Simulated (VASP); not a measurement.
Write the native input for VASP 6.6.1 that does the following.

```
Task                   : relaxation of cell and atoms
Functional             : PBE
Potentials or basis    : VASP PAW PBE potentials, release 64 (Sr_sv)
Cutoff                 : 600 eV
k mesh                 : 12 × 12 × 6
Occupations            : gaussian, width 0.1 eV
Spin                   : no spin polarisation
Dipole correction      : no
Further INCAR settings : ALGO = Fast; EDIFF = 1e-06; IBRION = 2; EDIFFG = -0.01; NSW = 80; ISIF = 3
```

The structure of Sr lies in POSCAR:

```
Sr
1.0
    4.2717868169      0.0000000000      0.0000000000
   -2.1358934085      3.6994759030      0.0000000000
    0.0000000000      0.0000000000      6.9352950146
Sr
2
Direct
    0.3333333333      0.6666666667      0.2500000000
    0.6666666667      0.3333333333      0.7500000000
```

This isn't the form of Sr at room conditions, which is fcc.

These files were run (other wordings do the same):

INCAR

```
SYSTEM = Sr
PREC = Accurate ; ENCUT = 600
EDIFF = 1E-6 ; ISMEAR = 0
SIGMA = 0.1 ; LREAL = .FALSE.
LASPH = .TRUE. ; NELM = 100
ALGO = Fast ; ISIF = 3
LWAVE = .FALSE. ; LCHARG = .FALSE.
GGA = PE ; IBRION = 2
NSW = 80 ; EDIFFG = -0.01
```

KPOINTS

```
Automatic mesh
0
G
  12 12 6
  0 0 0
```

Potentials or basis: VASP PAW PBE potentials, release 64 (Sr_sv).

Run with:

```console
$ cat potpaw_PBE.64/Sr_sv/POTCAR > POTCAR
$ mpirun -np 1 vasp_std > vasp.out
```

It gave:

```yaml
Relaxed_volume: 55.44 Å³/atom
Relaxed_cell: a = 4.274 Å, b = 4.274 Å, c = 7.010 Å, α = 90.00°, β = 90.00°, γ = 120.00°
Space_group_after_relaxing_to_0.1_Å: P6_3/mmc (No. 194)
Energy_gained_by_relaxing: 0.5 meV/atom
Ionic_steps: 6
Pressure_after_relaxing: 0.0 GPa
Band_gap_on_the_k_mesh: zero (bands 10 and 11 overlap by 0.28 eV)
```

Run time: 6.8 min on 1 thread of Intel(R) Xeon(R) Platinum 8488C (Sapphire Rapids) (shared host), peak memory 0.36 GiB.
